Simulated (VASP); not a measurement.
Bi:

```
Bi
1.0
     2.26734    1.30905    3.88173
    -2.26734    1.30905    3.88173
     0.00000   -2.61810    3.88173
Bi
2
Direct
  0.23713 0.23713 0.23713
  0.76287 0.76287 0.76287
```

* Program: VASP 6.6.1
* Task: relaxation of cell and atoms
* Functional: LDA
* Potentials or basis: VASP PAW LDA potentials, release 64 (Bi_d)
* Cutoff: 600 eV
* k mesh: 12 × 12 × 12
* Occupations: gaussian, width 0.1 eV
* Spin: no spin polarisation

At the start: pressure -1.4 GPa; volume 34.56 Å³/atom.

Task: How do energy, volume and symmetry change on relaxing?

Result: Over 10 steps the energy falls by 4.3 meV/atom and the volume is 33.58 Å³/atom (-2.8 %); space group R-3m (No. 166, to 0.1 Å) before and after.

Step by step:
```csv
step,energy change (eV),largest force (eV/Å),pressure (GPa),volume (Å³)
1,0.0000,0.0962,-1.37,69.13
2,-0.0051,0.1069,0.96,66.22
3,-0.0085,0.0225,0.00,67.30
4,-0.0085,0.0195,-0.02,67.34
5,-0.0085,0.0140,-0.04,67.31
6,-0.0086,0.0018,-0.06,67.23
7,-0.0086,0.0179,-0.01,67.07
8,-0.0087,0.0110,0.03,67.19
9,-0.0087,0.0109,-0.04,67.13
10,-0.0087,0.0012,0.00,67.16
```

Final structure:
```
Bi
1.0
     2.24966    1.29884    3.83101
    -2.24966    1.29884    3.83101
     0.00000   -2.59768    3.83101
Bi
2
Direct
  0.23738 0.23738 0.23738
  0.76262 0.76262 0.76262
```
